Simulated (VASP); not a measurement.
# BN (Cm) in VASP: a series of runs

Runs on BN. Level: PBE. Tasks: single point.

All numbers are computed with VASP 6.6.1; they aren't measurements. Logs are shortened: lines on timing, memory, paths and dates and some standing lists are left out, and cuts for length are marked.

## (1) The cell of the first run

The structure is monoclinic, space group Cm (No. 8). Conventional cell: a = 4.441 Å, b = 2.564 Å, c = 2.564 Å, α = 90.00°, β = 125.26°, γ = 90.00°. Within 2.1 Å of B (site symmetry m) lie 4 N at 1.55 to 1.59 Å. N (site symmetry m) has 4 B at 1.55 to 1.59 Å within 2.1 Å.

## (2) Single point, PBE (all B atoms moved +0.025 Å, as atom 1 along Cartesian [1 -1 0])

Input file INCAR:

```
PREC = Accurate
ENCUT = 520
EDIFF = 1E-7
ISMEAR = 0
SIGMA = 0.05
LREAL = False
LASPH = True
NELM = 100
ALGO = Normal
ISIF = 2
LWAVE = False
LCHARG = False
GGA = PE
NBANDS = 11
```

Input file KPOINTS:

```
Automatic mesh
0
Gamma
  12 12 12
```

Input file POSCAR:

```
BN
1.0
    0.0000000000      1.8130010000      1.8130010000
    1.8130010000      0.0000000000      1.8130010000
    1.8130010000      1.8130010000      0.0000000000
B N
1 1
Direct
   -0.0097505018      0.0097505018      0.0000000000
    0.7500000000      0.7500000000      0.7500000000
```

Potentials or basis: VASP PAW PBE potentials, release 64 (B, N).

Started as:

```console
$ cat potpaw_PBE.64/B/POTCAR potpaw_PBE.64/N/POTCAR > POTCAR
$ mpirun -np 1 vasp_std > vasp.out
```

OUTCAR:

```text
PREC = Accurate
   ENCUT = 520
   EDIFF = 1E-7
   ISMEAR = 0
   LREAL = False
   LASPH = True
   NELM = 100
   ISIF = 2
   GGA = PE

 ion  position               nearest neighbor table
   1  0.990  0.010  0.000-   2 1.55   2 1.57   2 1.57   2 1.59
   2  0.750  0.750  0.750-   1 1.55   1 1.57   1 1.57   1 1.59

  LATTYP: Found a face centered cubic cell.
 ALAT       =     3.6260020000

  Lattice vectors:

 A1 = (   0.0000000000,   1.8130010000,   1.8130010000)
 A2 = (   1.8130010000,   0.0000000000,   1.8130010000)
 A3 = (   1.8130010000,   1.8130010000,   0.0000000000)

Analysis of symmetry for initial positions (statically):
=====================================================================
 Subroutine PRICEL returns:
 Original cell was already a primitive cell.

 Routine SETGRP: Setting up the symmetry group for a
 face centered cubic supercell.

 Subroutine GETGRP returns: Found  2 space group operations
 (whereof  2 operations were pure point group operations)
 out of a pool of 48 trial point group operations.

The static configuration has the point symmetry C_1h.

Analysis of symmetry for dynamics (positions and initial velocities):
=====================================================================
 Subroutine PRICEL returns:
 Original cell was already a primitive cell.

 Routine SETGRP: Setting up the symmetry group for a
 face centered cubic supercell.

 Subroutine GETGRP returns: Found  2 space group operations
 (whereof  2 operations were pure point group operations)
 out of a pool of 48 trial point group operations.

The dynamic configuration has the point symmetry C_1h.

 Subroutine INISYM returns: Found  2 space group operations
 (whereof  2 operations are pure point group operations),
 and found     1 'primitive' translations

----------------------------------------------------------------------------------------

                                     Primitive cell

  volume of cell :      11.9186

  direct lattice vectors                    reciprocal lattice vectors
     0.000000000  1.813001000  1.813001000    -0.275785838  0.275785838  0.275785838
     1.813001000  0.000000000  1.813001000     0.275785838 -0.275785838  0.275785838
     1.813001000  1.813001000  0.000000000     0.275785838  0.275785838 -0.275785838

  length of vectors
     2.563970603  2.563970603  2.563970603     0.477675083  0.477675083  0.477675083

  position of ions in fractional coordinates (direct lattice)
     0.990249498  0.009750502  0.000000000
     0.750000000  0.750000000  0.750000000

  ion indices of the primitive-cell ions
   primitive index   ion index
                 1           1
                 2           2

----------------------------------------------------------------------------------------

 KPOINTS: Automatic mesh

Automatic generation of k-mesh.
 Grid dimensions read from file:
 generate k-points for:   12   12   12

 Generating k-lattice:

  Cartesian coordinates                     Fractional coordinates (reciprocal lattice)
    -0.022982153  0.022982153  0.022982153     0.083333333  0.000000000  0.000000000
     0.022982153 -0.022982153  0.022982153     0.000000000  0.083333333  0.000000000
     0.022982153  0.022982153 -0.022982153     0.000000000  0.000000000  0.083333333

  Length of vectors
     0.039806257  0.039806257  0.039806257

  Shift w.r.t. Gamma in fractional coordinates (k-lattice)
     0.000000000  0.000000000  0.000000000

 Subroutine IBZKPT returns following result:
 ===========================================

 Found    476 irreducible k-points:

 Following reciprocal coordinates:
            Coordinates               Weight
  0.000000  0.000000  0.000000      1.000000
  0.083333  0.000000  0.000000      2.000000
  0.000000  0.083333  0.000000      2.000000
  0.000000  0.000000  0.083333      4.000000
  0.166667  0.000000  0.000000      2.000000
  0.000000  0.166667  0.000000      2.000000
[... 16 lines left out ...]
  0.000000  0.166667  0.083333      4.000000
  0.083333  0.000000  0.166667      4.000000
 [... further k-points ...]
   k-points           NKPTS =    476   k-points in BZ     NKDIM =    476   number of bands    NBANDS=     11
   number of dos      NEDOS =    301   number of ions     NIONS =      2
   total plane-waves  NPLWV =   8000
   dimension x,y,z NGX =    20 NGY =   20 NGZ =   20
   dimension x,y,z NGXF=    40 NGYF=   40 NGZF=   40
   ions per type =               1   1
   NGX,Y,Z   is equivalent  to a cutoff of  12.97, 12.97, 12.97 a.u.
   NGXF,Y,Z  is equivalent  to a cutoff of  25.94, 25.94, 25.94 a.u.
 SYSTEM =  unknown system
   PREC   = accura    normal or accurate (medium, high low for compatibility)
   ISTART =      0    job   : 0-new  1-cont  2-samecut
   ICHARG =      2    charge: 1-file 2-atom 10-const
   ISPIN  =      1    spin polarized calculation?
   LNONCOLLINEAR =      F non collinear calculations
   LSORBIT =      F    spin-orbit coupling
   LASPH  =      T    aspherical Exc in radial PAW
   ENCUT  =  520.0 eV  38.22 Ry    6.18 a.u.   4.77  4.77  4.77*2*pi/ulx,y,z
   NELM   =    100;   NELMIN=  2; NELMDL= -5     # of ELM steps
   EDIFF  = 0.1E-06   stopping-criterion for ELM
   LREAL  =      F    real-space projection
   EDIFFG = 0.1E-05   stopping-criterion for IOM
   NSW    =      0    number of steps for IOM
   IBRION =     -1    ionic relax: 0-MD 1-quasi-New 2-CG
   NFREE  =      0    steps in history (QN), initial steepest desc. (CG)
   ISIF   =      2    stress and relaxation
   ISYM   =      2    0-nonsym 1-usesym 2-fastsym
   POTIM  = 0.5000    time-step for ionic-motion
   TEBEG  =    0.0;   TEEND  =   0.0 temperature during run
   PSTRESS=    0.0 pullay stress
   NELECT =       8.0000    total number of electrons
   NUPDOWN=      -1.0000    fix difference up-down
   EMIN   =  10.00;   EMAX   =-10.00  energy-range for DOS
   EFERMI =   0.00;   METHOD = LEGACY
   ISMEAR =     0;   SIGMA  =   0.05  broadening in eV -4-tet -1-fermi 0-gaus
   EFERMI_NEDOS =   21; number of points for ismear=-14 and -15
   IALGO  =     38    algorithm
   IMIX   =      4    mixing-type and parameters
     AMIX     =   0.40;   BMIX     =  1.00
     AMIX_MAG =   1.60;   BMIX_MAG =  1.00
  volume/ion in A,a.u.               =       5.96        40.22
  Fermi-wavevector in a.u.,A,eV,Ry     =   1.433387  2.708709 27.954506  2.054598
  Thomas-Fermi vector in A             =   2.552911
   LORBIT       =      0    0 simple, 1 ext, 2 COOP (PROOUT), +10 PAW based schemes
   GGA     = PE    functional components
   LHFCALC =     F    Hartree Fock is set to
   AEXX    =    0.0000 exact exchange contribution
   IVDW    =     0    specifies the selected vdW correction
   LEPSILON=     F    determine dielectric tensor
   LRPA    =     F    only Hartree local field effects (RPA)
 non-spin polarized calculation
 Gauss-broadening in eV      SIGMA  =   0.05
  energy-cutoff  :      520.00
  volume of cell :       11.92
 maximum number of plane-waves:       332
   NGX =  9   NGY =  9   NGZ =  9

 number of electron       7.9999999 magnetization

 Free energy of the ion-electron system (eV)
  ---------------------------------------------------
  ext. energy  EPLUGINS =         0.00000000
  ---------------------------------------------------
  free energy    TOTEN  =       -17.44361277 eV

  energy without entropy =      -17.44361277  energy(sigma->0) =      -17.44361277

 E-fermi :   7.7777     XC(G=0): -12.7771

 val. band max:        7.5086791248   @ k =   0.0000   0.0000   0.0000
 cond. band min:      11.7326378783   @ k =   0.5000   0.5000   0.0000
 fundamental gap:      4.2239587534
 Fermi energy:         7.7777181077

 k-point     1 :       0.0000    0.0000    0.0000
  band No.  band energies     occupation
      1     -12.8368      2.00000
      2       7.0624      2.00000
      3       7.2939      2.00000
      4       7.5087      2.00000
      5      15.8934      0.00000
      6      16.0616      0.00000
      7      16.2575      0.00000
      8      17.4959      0.00000
      9      31.8662      0.00000
     10      34.9477      0.00000
     11      34.9482      0.00000

 k-point     2 :       0.0833    0.0000    0.0000
  band No.  band energies     occupation
      1     -12.6687      2.00000
      2       6.5410      2.00000
      3       6.9193      2.00000
      4       7.1229      2.00000
      5      16.1582      0.00000
      6      16.3104      0.00000
      7      16.5280      0.00000
      8      18.0185      0.00000
      9      31.6802      0.00000
     10      32.7971      0.00000
     11      32.8374      0.00000

 k-point     3 :       0.0000    0.0833    0.0000
  band No.  band energies     occupation
      1     -12.6694      2.00000
      2       6.1979      2.00000
      3       7.1068      2.00000
      4       7.3134      2.00000
      5      16.1545      0.00000
      6      16.3561      0.00000
      7      16.3864      0.00000
      8      18.1223      0.00000
      9      31.6817      0.00000
     10      32.6721      0.00000
     11      32.7137      0.00000

 k-point     4 :       0.0000    0.0000    0.0833
  band No.  band energies     occupation
      1     -12.6690      2.00000
      2       6.3603      2.00000
      3       6.9422      2.00000
      4       7.2993      2.00000
      5      16.1165      0.00000
      6      16.2913      0.00000
      7      16.5426      0.00000
      8      18.0658      0.00000
      9      31.6773      0.00000
     10      32.7215      0.00000
     11      32.7930      0.00000
[... 239 lines left out ...]
 k-point    22 :       0.1667    0.0833    0.0000
  band No.  band energies     occupation
      1     -12.2251      2.00000
      2       5.1487      2.00000
      3       6.2178      2.00000
      4       6.4344      2.00000
      5      15.7478      0.00000
      6      17.5093      0.00000
      7      17.5142      0.00000
      8      18.9623      0.00000
      9      28.4445      0.00000
     10      32.7534      0.00000
     11      33.8586      0.00000

 k-point    23 :       0.0000    0.1667    0.0833
  band No.  band energies     occupation
      1     -12.2269      2.00000
      2       4.8629      2.00000
      3       6.3034      2.00000
      4       6.6818      2.00000
      5      15.7504      0.00000
      6      17.3796      0.00000
      7      17.5080      0.00000
      8      19.1451      0.00000
      9      28.3847      0.00000
     10      32.6960      0.00000
     11      33.6315      0.00000

 k-point    24 :       0.0833    0.0000    0.1667
  band No.  band energies     occupation
      1     -12.2265      2.00000
      2       4.9698      2.00000
      3       6.0582      2.00000
      4       6.8167      2.00000
      5      15.7487      0.00000
      6      17.1812      0.00000
      7      17.7257      0.00000
      8      19.1135      0.00000
      9      28.4035      0.00000
     10      32.6907      0.00000
     11      33.7120      0.00000

 [... further k-points ...]
[... 5 lines left out ...]
  --------------------------------------------------------------------------------------
  -------------------------------------------------------------------------------------
  Total       -0.0003550     -0.0003550      0.0026345     -0.0144891     -0.0258769      0.0258769
  in kB       -0.0477254     -0.0477254      0.3541430     -1.9477245     -3.4785595      3.4785597
  external PRESSURE =       0.0862307 kB  Pullay stress =       0.0000000 kB

 VOLUME and BASIS-vectors are now :
 -----------------------------------------------------------------------------
  energy-cutoff  :      520.00
  volume of cell :       11.92
      direct lattice vectors                 reciprocal lattice vectors
     0.000000000  1.813001000  1.813001000    -0.275785838  0.275785838  0.275785838
     1.813001000  0.000000000  1.813001000     0.275785838 -0.275785838  0.275785838
     1.813001000  1.813001000  0.000000000     0.275785838  0.275785838 -0.275785838

 POSITION                                       TOTAL-FORCE (eV/Angst)
 -----------------------------------------------------------------------------------
      0.01768      1.79532      1.81300        -0.419054      0.419054     -0.029491
      2.71950      2.71950      2.71950         0.419054     -0.419054      0.029491
 -----------------------------------------------------------------------------------
    total drift:                               -0.000005      0.000006     -0.000001

  FREE ENERGIE OF THE ION-ELECTRON SYSTEM (eV)
  ---------------------------------------------------
  free  energy   TOTEN  =       -17.4436127701 eV

  energy  without entropy=      -17.4436127701  energy(sigma->0) =      -17.44361277
```

It took 33 s on 1 thread of Intel Xeon Platinum 8488C (Sapphire Rapids), shared host; peak memory 0.17 GiB.

What came out:

- Free energy: -17.4436 eV
- Pressure: 0.0 GPa
- Largest force: 0.593 eV/Å
- Band gap on the k mesh: 4.22 eV, indirect (least direct gap 8.38 eV)

Forces in eV/Å, atoms in the order of the input:
```
B   -0.419  0.419 -0.029
N    0.419 -0.419  0.029
```

Caveat: the cell differs from its parent crystal (all B atoms moved +0.025 Å, as atom 1 along Cartesian [1 -1 0]). A k mesh can miss the band edges.

[end of part 1 of 2]
